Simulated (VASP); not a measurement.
BePd, 2 atoms in the cell. The structure is tetragonal, space group P4/mmm (No. 123). The conventional cell has a = 2.897 Å, b = 2.897 Å, c = 2.813 Å, α = 90.00°, β = 90.00°, γ = 90.00°. Be (site symmetry 4/mmm) has 8 Pd at 2.49 Å and 6 Be at 2.81 to 2.90 Å within 3.3 Å. Pd (site symmetry 4/mmm) has 8 Be at 2.49 Å and 6 Pd at 2.81 to 2.90 Å within 3.3 Å.  This cell differs from its parent crystal: strain +0.030 along x and y, +0.000 along z.

| Item | Value |
| --- | --- |
| Program | VASP 6.6.1 |
| Task | single point |
| Functional | PBEsol |
| Potentials or basis | VASP PAW PBE potentials, release 64 (Be, Pd) |
| Cutoff | 520 eV |
| k mesh | 16 × 16 × 16 |
| Occupations | gaussian, width 0.15 eV |
| Spin | no spin polarisation |
| Dipole correction | no |
| Further INCAR settings | ALGO = Normal; EDIFF = 1e-07; NBANDS = 13 |

Potentials or basis: VASP PAW PBE potentials, release 64 (Be, Pd).

Command:

```sh
$ cat potpaw_PBE.64/Be/POTCAR potpaw_PBE.64/Pd/POTCAR > POTCAR
$ mpirun -np 1 vasp_std > vasp.out
```

Hardware: 1 thread of Intel(R) Xeon(R) 6975P-C (Granite Rapids) (shared host).

Question: How long does it take, and how much memory?

Answer: Wall time 29 s on 1 thread of Intel(R) Xeon(R) 6975P-C (Granite Rapids) (shared host), peak memory 0.25 GiB. Counts: scf iterations 13, k points 405.
